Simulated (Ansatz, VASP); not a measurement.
MgO in VASP and in Ansatz

The input INCAR:

```
PREC = Accurate ; ENCUT = 520
EDIFF = 1E-7 ; ISMEAR = 0
SIGMA = 0.05 ; LREAL = F
LASPH = T ; NELM = 60
ALGO = Normal ; ISIF = 2
LWAVE = F ; LCHARG = F
GGA = PS ; NBANDS = 16
```

File KPOINTS:

```
regular mesh
0
Gamma
  9 9 6
```

The input POSCAR:

```
MgO
1.0
    3.4947663883      0.0000000000      0.0000000000
   -1.7473831942      3.0265564725      0.0000000000
    0.0000000000      0.0000000000      4.3345000000
Mg O
2 2
Direct
    0.6666666667      0.3333333333      0.7500000000
    0.3333333333      0.6666666667      0.2500000000
    0.6666666667      0.3333333333      0.2500000000
    0.3333333333      0.6666666667      0.7500000000
```

Input for Ansatz:

```yaml
crystal:
  lattice:
    - [3.4947663883, 0.0, 0.0]
    - [-1.7473831942, 3.0265564725, 0.0]
    - [0.0, 0.0, 4.3345]
  atoms:
    - { symbol: Mg, position: [0.6666666667, 0.3333333333, 0.75] }
    - { symbol: Mg, position: [0.3333333333, 0.6666666667, 0.25] }
    - { symbol: O, position: [0.6666666667, 0.3333333333, 0.25] }
    - { symbol: O, position: [0.3333333333, 0.6666666667, 0.75] }
basis:
  ecutwfc: 520.0
kpoints:
  mp_grid: { grid: [9, 9, 6] }
hamiltonian:
  xc: pbesol
  pseudopotentials: { kind: paw, azcp: { folder: soft_1 } }
scf:
  occupations: { method: gaussian, width: 0.05 }
output:
  forces: true
  stress: true
  eigenvalues: true
```

Alike in both runs: task single point; functional PBEsol; k mesh 9 × 9 × 6; occupations gaussian, width 0.05 eV; no spin polarisation.

|  | VASP | Ansatz |
| --- | --- | --- |
| version | VASP 6.6.1 | Ansatz 0.2.0 |
| potentials or method | VASP PAW PBE potentials, release 64 (Mg, O), cutoff 520 eV | scalar-relativistic, plane waves, PAW |
| valence electrons in the cell | 16 | 32 |

Ansatz gave:

```
gap on the k mesh at the Fermi level (eV)                     : 3.07
least direct gap on the mesh (eV)                             : 3.07
pressure (GPa)                                                : -3.9
traceless stress, the component that is largest in VASP (GPa) : -3.09
```

Which values does VASP return?

gap on the k mesh at the Fermi level (eV): 3.06; least direct gap on the mesh (eV): 3.06; pressure (GPa): -4.4; traceless stress, the component that is largest in VASP (GPa): -3.17.

VASP's potentials were made for PBE, not for PBEsol, and Ansatz warns of the same on its side. With one functional, cell and mesh, what is left measures potentials, basis and numerics. VASP's potentials hold 16 valence electrons a cell and Ansatz's 32, so a difference there can come from the potentials and not from the codes.
